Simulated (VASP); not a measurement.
# LiF (P6_3mc) in VASP: a series of runs, part 3 of 3

VASP 6.6.1. Earlier steps stand in the parts before.

### 7 Single point, r2SCAN (uniaxial z strain +1.9%)

File POSCAR:

```
LiF
1.0
    3.0810126371      0.0000000000      0.0000000000
   -1.5405063186      2.6682352131      0.0000000000
    0.0000000000      0.0000000000      4.8738718124
Li F
2 2
Direct
    0.3333333333      0.6666666667     -0.0050316358
    0.6666666667      0.3333333333      0.4949683642
    0.3333333333      0.6666666667      0.3800316358
    0.6666666667      0.3333333333      0.8800316358
```

File INCAR.step1:

```
  PREC = Accurate
  ENCUT = 520
  ISMEAR = 0
  SIGMA = 0.01
  LREAL = F
  LASPH = T
  NELM = 100
  NBANDS = 18
  GGA = PE
  ALGO = Normal
  EDIFF = 1E-4
  LWAVE = T
  LCHARG = F
```

File INCAR.step2:

```
  PREC = Accurate
  ENCUT = 520
  EDIFF = 1E-7
  ISMEAR = 0
  SIGMA = 0.01
  LREAL = F
  LASPH = T
  NELM = 100
  ALGO = Normal
  ISIF = 2
  LWAVE = F
  LCHARG = F
  METAGGA = R2SCAN
  LMIXTAU = T
  NBANDS = 18
  ISTART = 1
```

File KPOINTS:

```
regular mesh
0
Gamma
  12 12 6
```

Potentials or basis: VASP PAW PBE potentials, release 64 (Li_sv, F).

Run with:

```
> cat potpaw_PBE.64/Li_sv/POTCAR potpaw_PBE.64/F/POTCAR > POTCAR
> cp INCAR.step1 INCAR
> mpirun -np 1 vasp_std > vasp.out
> cp INCAR.step2 INCAR
> mpirun -np 1 vasp_std > vasp.out
```

OUTCAR:

```text
PREC = Accurate
   ENCUT = 520
   EDIFF = 1E-7
   ISMEAR = 0
   LREAL = F
   LASPH = T
   NELM = 100
   ISIF = 2
   METAGGA = R2SCAN
   ISTART = 1

 ion  position               nearest neighbor table
   1  0.333  0.667  0.995-   4 1.86   4 1.86   4 1.86   3 1.88
   2  0.667  0.333  0.495-   3 1.86   3 1.86   3 1.86   4 1.88
   3  0.333  0.667  0.380-   2 1.86   2 1.86   2 1.86   1 1.88
   4  0.667  0.333  0.880-   1 1.86   1 1.86   1 1.86   2 1.88

  LATTYP: Found a hexagonal cell.
 ALAT       =     3.0810126371
 C/A-ratio  =     1.5819058168

  Lattice vectors:

 A1 = (   3.0810126371,   0.0000000000,   0.0000000000)
 A2 = (  -1.5405063186,   2.6682352131,   0.0000000000)
 A3 = (   0.0000000000,   0.0000000000,   4.8738718124)

Analysis of symmetry for initial positions (statically):
=====================================================================
 Subroutine PRICEL returns:
 Original cell was already a primitive cell.

 Routine SETGRP: Setting up the symmetry group for a
 hexagonal supercell.

 Subroutine GETGRP returns: Found 12 space group operations
 (whereof  6 operations were pure point group operations)
 out of a pool of 24 trial point group operations.

The static configuration has the point symmetry C_3v.
 The point group associated with its full space group is C_6v.

Analysis of symmetry for dynamics (positions and initial velocities):
=====================================================================
 Subroutine PRICEL returns:
 Original cell was already a primitive cell.

 Routine SETGRP: Setting up the symmetry group for a
 hexagonal supercell.

 Subroutine GETGRP returns: Found 12 space group operations
 (whereof  6 operations were pure point group operations)
 out of a pool of 24 trial point group operations.

The dynamic configuration has the point symmetry C_3v.
 The point group associated with its full space group is C_6v.

 Subroutine INISYM returns: Found 12 space group operations
 (whereof  6 operations are pure point group operations),
 and found     1 'primitive' translations

----------------------------------------------------------------------------------------

                                     Primitive cell

  volume of cell :      40.0674

  direct lattice vectors                    reciprocal lattice vectors
     3.081012637  0.000000000  0.000000000     0.324568614  0.187389776  0.000000000
    -1.540506319  2.668235213  0.000000000     0.000000000  0.374779553  0.000000000
     0.000000000  0.000000000  4.873871812     0.000000000  0.000000000  0.205175688

  length of vectors
     3.081012637  3.081012637  4.873871812     0.374779553  0.374779553  0.205175688

  position of ions in fractional coordinates (direct lattice)
     0.333333333  0.666666667  0.994968364
     0.666666667  0.333333333  0.494968364
     0.333333333  0.666666667  0.380031636
     0.666666667  0.333333333  0.880031636

  ion indices of the primitive-cell ions
   primitive index   ion index
                 1           1
                 2           2
                 3           3
                 4           4

----------------------------------------------------------------------------------------

[... 25 lines left out ...]
            Coordinates               Weight
  0.000000  0.000000  0.000000      1.000000
  0.083333 -0.000000  0.000000      6.000000
  0.166667  0.000000  0.000000      6.000000
  0.250000  0.000000  0.000000      6.000000
  0.333333  0.000000  0.000000      6.000000
  0.416667 -0.000000  0.000000      6.000000
[... 16 lines left out ...]
  0.250000  0.000000  0.166667     12.000000
  0.333333  0.000000  0.166667     12.000000
 [... further k-points ...]
   k-points           NKPTS =     76   k-points in BZ     NKDIM =     76   number of bands    NBANDS=     18
   number of dos      NEDOS =    301   number of ions     NIONS =      4
   total plane-waves  NPLWV =  20736
   dimension x,y,z NGX =    24 NGY =   24 NGZ =   36
   dimension x,y,z NGXF=    48 NGYF=   48 NGZF=   72
   ions per type =               2   2
   NGX,Y,Z   is equivalent  to a cutoff of  12.95, 12.95, 12.28 a.u.
   NGXF,Y,Z  is equivalent  to a cutoff of  25.90, 25.90, 24.56 a.u.
 SYSTEM =  unknown system
   PREC   = accura    normal or accurate (medium, high low for compatibility)
   ISTART =      1    job   : 0-new  1-cont  2-samecut
   ICHARG =      0    charge: 1-file 2-atom 10-const
   ISPIN  =      1    spin polarized calculation?
   LNONCOLLINEAR =      F non collinear calculations
   LSORBIT =      F    spin-orbit coupling
   LASPH  =      T    aspherical Exc in radial PAW
   ENCUT  =  520.0 eV  38.22 Ry    6.18 a.u.   5.73  5.73  9.06*2*pi/ulx,y,z
   NELM   =    100;   NELMIN=  2; NELMDL=  0     # of ELM steps
   EDIFF  = 0.1E-06   stopping-criterion for ELM
   LREAL  =      F    real-space projection
   EDIFFG = 0.1E-05   stopping-criterion for IOM
   NSW    =      0    number of steps for IOM
   IBRION =     -1    ionic relax: 0-MD 1-quasi-New 2-CG
   NFREE  =      0    steps in history (QN), initial steepest desc. (CG)
   ISIF   =      2    stress and relaxation
   ISYM   =      2    0-nonsym 1-usesym 2-fastsym
   POTIM  = 0.5000    time-step for ionic-motion
   TEBEG  =    0.0;   TEEND  =   0.0 temperature during run
   PSTRESS=    0.0 pullay stress
   NELECT =      20.0000    total number of electrons
   NUPDOWN=      -1.0000    fix difference up-down
   EMIN   =  10.00;   EMAX   =-10.00  energy-range for DOS
   EFERMI =   0.00;   METHOD = LEGACY
   ISMEAR =     0;   SIGMA  =   0.01  broadening in eV -4-tet -1-fermi 0-gaus
   EFERMI_NEDOS =   21; number of points for ismear=-14 and -15
   IALGO  =     38    algorithm
   IMIX   =      4    mixing-type and parameters
     AMIX     =   0.40;   BMIX     =  1.00
     AMIX_MAG =   1.60;   BMIX_MAG =  1.00
  volume/ion in A,a.u.               =      10.02        67.60
  Fermi-wavevector in a.u.,A,eV,Ry     =   1.298636  2.454067 22.945636  1.686457
  Thomas-Fermi vector in A             =   2.429952
   LORBIT       =      0    0 simple, 1 ext, 2 COOP (PROOUT), +10 PAW based schemes
   METAGGA = R2SCAN    functional components
   LHFCALC =     F    Hartree Fock is set to
   AEXX    =    0.0000 exact exchange contribution
   IVDW    =     0    specifies the selected vdW correction
   LEPSILON=     F    determine dielectric tensor
   LRPA    =     F    only Hartree local field effects (RPA)
 non-spin polarized calculation
 Gauss-broadening in eV      SIGMA  =   0.01
  energy-cutoff  :      520.00
  volume of cell :       40.07
 maximum number of plane-waves:      1100
 NGX is ok and might be reduce to    24
   NGX = 11   NGY = 11   NGZ = 19

 number of electron      19.9999986 magnetization

 Free energy of the ion-electron system (eV)
  ---------------------------------------------------
  ext. energy  EPLUGINS =         0.00000000
  ---------------------------------------------------
  free energy    TOTEN  =       -23.65630807 eV

  energy without entropy =      -23.65630807  energy(sigma->0) =      -23.65630807

 E-fermi :  -3.0224     XC(G=0):  -9.3126

 val. band max:       -3.1543033782   @ k =   0.0000   0.0000   0.0000
 cond. band min:       5.4687922688   @ k =   0.0000   0.0000   0.0000
 fundamental gap:      8.6230956470
 Fermi energy:        -3.0224382928

 k-point     1 :       0.0000    0.0000    0.0000
  band No.  band energies     occupation
      1     -44.7217      2.00000
      2     -44.6830      2.00000
      3     -23.6749      2.00000
      4     -23.4719      2.00000
      5      -5.2298      2.00000
      6      -3.5747      2.00000
[... 481 lines left out ...]
      5      -4.9088      2.00000
      6      -4.3603      2.00000
[... 10 lines left out ...]
     17      17.6521      0.00000
     18      18.8723      0.00000

 [... further k-points ...]

------------------------ aborting loop because EDIFF is reached ----------------------------------------

  FORCE on cell =-STRESS in cart. coord.  units (eV):
  Direction    XX          YY          ZZ          XY          YZ          ZX
  --------------------------------------------------------------------------------------
  -------------------------------------------------------------------------------------
  Total       -0.2753710     -0.2753710     -0.4205174      0.0000000      0.0000000      0.0000000
  in kB      -11.0112627    -11.0112627    -16.8152319      0.0000000      0.0000000      0.0000000
  external PRESSURE =     -12.9459191 kB  Pullay stress =       0.0000000 kB

 VOLUME and BASIS-vectors are now :
 -----------------------------------------------------------------------------
  energy-cutoff  :      520.00
  volume of cell :       40.07
      direct lattice vectors                 reciprocal lattice vectors
     3.081012637  0.000000000  0.000000000     0.324568614  0.187389776  0.000000000
    -1.540506319  2.668235213  0.000000000     0.000000000  0.374779553  0.000000000
     0.000000000  0.000000000  4.873871812     0.000000000  0.000000000  0.205175688

 POSITION                                       TOTAL-FORCE (eV/Angst)
 -----------------------------------------------------------------------------------
     -0.00000      1.77882      4.84935         0.000000      0.000000     -0.021181
      1.54051      0.88941      2.41241         0.000000     -0.000000     -0.021181
     -0.00000      1.77882      1.85223         0.000000     -0.000000      0.021181
      1.54051      0.88941      4.28916        -0.000000     -0.000000      0.021181
 -----------------------------------------------------------------------------------
    total drift:                               -0.000001     -0.000001     -0.126548

  FREE ENERGIE OF THE ION-ELECTRON SYSTEM (eV)
  ---------------------------------------------------
  free  energy   TOTEN  =       -23.6563080651 eV

  energy  without entropy=      -23.6563080651  energy(sigma->0) =      -23.65630807
```

Run time: 7.8 min. Hardware: 1 thread of AMD EPYC 7R13, shared host; peak memory 0.15 GiB.

What came out:

| Item | Value |
| --- | --- |
| Free energy | -23.6563 eV |
| Largest force | 0.021 eV/Å |
| Band gap on the k mesh | 8.62 eV |

Forces on the atoms (eV/Å):
```
Li   0.000  0.000 -0.021
Li   0.000  0.000 -0.021
F    0.000  0.000  0.021
F    0.000  0.000  0.021
```

Caveat: the cell differs from its parent crystal (uniaxial z strain +1.9%); the cutoff is under 1.25 times the usual one of these potentials, so pressure, stress and relaxed cells hold a basis-set (Pulay) error; the PAW data sets were made with another functional, which shifts forces and pressure a little. A k mesh can miss the band edges.

### 8 Overview

```csv
level,cell,k mesh,smearing,grid for exact exchange (PRECFOCK),share of exact exchange,screening parameter,gap on the mesh (eV),largest force (eV/Å)
PBE,"a = 3.081, b = 3.081, c = 4.874 Å, angles 90.0, 90.0, 120.0°, 4 atoms, uniaxial z strain +1.9%",12 × 12 × 6,fermi-dirac 0.02 eV,-,-,-,7.79,-
HSE06,"a = 2.900, b = 2.900, c = 5.059 Å, angles 90.0, 90.0, 120.0°, 4 atoms, epitaxial xy strain -5.9%",6 × 6 × 4,gaussian 0.01 eV,Normal,0.25,0.2079 1/Å,10.39,-
HSE06,"a = 3.081, b = 3.081, c = 4.874 Å, angles 90.0, 90.0, 120.0°, 4 atoms, uniaxial z strain +1.9%",6 × 6 × 4,gaussian 0.01 eV,Normal,0.25,0.2079 1/Å,9.94,-
PBE,"a = 2.900, b = 2.900, c = 5.059 Å, angles 90.0, 90.0, 120.0°, 4 atoms, epitaxial xy strain -5.9%",12 × 12 × 6,fermi-dirac 0.02 eV,-,-,-,8.19,0.02
r2SCAN,"a = 2.900, b = 2.900, c = 5.059 Å, angles 90.0, 90.0, 120.0°, 4 atoms, epitaxial xy strain -5.9%",12 × 12 × 6,gaussian 0.01 eV,-,-,-,9.00,0.02
r2SCAN,"a = 3.081, b = 3.081, c = 4.874 Å, angles 90.0, 90.0, 120.0°, 4 atoms, uniaxial z strain +1.9%",12 × 12 × 6,gaussian 0.01 eV,-,-,-,8.62,0.02
```

Alike in all rows: task single point; potentials or basis VASP PAW PBE potentials, release 64 (Li_sv, F); no spin polarisation; cutoff (eV) 520.

Caveats: the cutoff is under 1.25 times the usual one of these potentials, so pressure, stress and relaxed cells hold a basis-set (Pulay) error; the PAW data sets were made with another functional, which shifts forces and pressure a little (at least some runs).

Absolute energies hang on the potentials; compare differences alone.
